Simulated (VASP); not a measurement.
Here is a VASP 6.6.1 calculation.

The input INCAR:

```
SYSTEM = LaNb2N2
PREC     = Accurate       ! precision mode
ENCUT    = 520            ! plane-wave cutoff, eV
EDIFF    = 1E-6           ! SCF threshold, eV
ISMEAR   = 0              ! smearing method
SIGMA    = 0.1            ! smearing width, eV
LREAL    = .False.        ! projectors in reciprocal space
LASPH    = .True.         ! aspherical terms in the spheres
NELM     = 150            ! most SCF steps
ALGO     = Normal         ! electronic algorithm
ISIF     = 2              ! what is computed and relaxed
LWAVE    = .False.        ! write WAVECAR
LCHARG   = .False.        ! write CHGCAR
ISPIN    = 2              ! spin polarisation
MAGMOM   = 0 0 0 0 0      ! initial moments
LORBIT   = 11             ! projections on sites
LMAXMIX  = 6              ! l up to which the mixer works
GGA      = PE             ! functional
NBANDS   = 36             ! bands
```

File KPOINTS:

```
regular mesh
0
Gamma
  6 6 4
  0 0 0
```

The input POSCAR:

```
LaNb2N2
1.0
    3.8056112300      0.0000000000      0.0000000000
   -1.9028056200      3.2957560000      0.0000000000
    0.0000000000      0.0000000000      6.6531006900
La Nb N
1 2 2
Direct
    0.0000000000      0.0000000000      0.5000000000
    0.3333333300      0.6666666700      0.0000000000
    0.6666666700      0.3333333300      0.0000000000
    0.0000000000      0.0000000000      0.8798104200
    0.0000000000      0.0000000000      0.1201895800
```

Potentials or basis: VASP PAW PBE potentials, release 64 (La, Nb_sv, N).

Command:

```bash
$ cat potpaw_PBE.64/La/POTCAR potpaw_PBE.64/Nb_sv/POTCAR potpaw_PBE.64/N/POTCAR > POTCAR
$ mpirun -np 1 vasp_std > vasp.out
```

Question: What does it give for the net moment?

Answer: 0.00 μB per cell.

Question: Predict the pressure.

Answer: 31.0 GPa.

Question: Predict the largest force.

Answer: 0.860 eV/Å.

Stress tensor (GPa, compression positive):
```
 55.81   0.00   0.00
  0.00  55.81   0.00
  0.00   0.00 -18.71
```
